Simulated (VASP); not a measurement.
Here is a VASP 6.6.1 calculation.

Contents of INCAR:

```
ALGO = Normal ; EDIFF = 1E-7
ENCUT = 520 ; GGA = PE
ISIF = 2 ; ISMEAR = 0
IVDW = 12 ; LASPH = True
LCHARG = True ; LELF = True
LREAL = False ; LVHAR = True
LWAVE = False ; NBANDS = 11
NELM = 80 ; PREC = Accurate
SIGMA = 0.05
```

KPOINTS

```
k-points
0
Gamma
  15 15 15
```

The input POSCAR:

```
C
1.0
    1.2118984948      0.6996899222      3.3048089804
   -1.2118984948      0.6996899222      3.3048089804
    0.0000000000     -1.3993798444      3.3048089804
C
2
Direct
    0.1684800132      0.1684800132      0.1684800132
    0.8315199868      0.8315199868      0.8315199868
```

Potentials or basis: VASP PAW PBE potentials, release 64 (C).

Run with:

```console
$ cat potpaw_PBE.64/C/POTCAR > POTCAR
$ mpirun -np 1 vasp_std > vasp.out
```

**Question.** Estimate the largest force.

**Answer.** 0.610 eV/Å.

**Question.** Estimate the dispersion energy per atom.

**Answer.** -0.159 eV.

**Question.** What does it give for the pressure?

**Answer.** 16.9 GPa.

Stress tensor (GPa, compression positive):
```
25.14  0.00  0.00
 0.00 25.14  0.00
 0.00  0.00  0.37
```
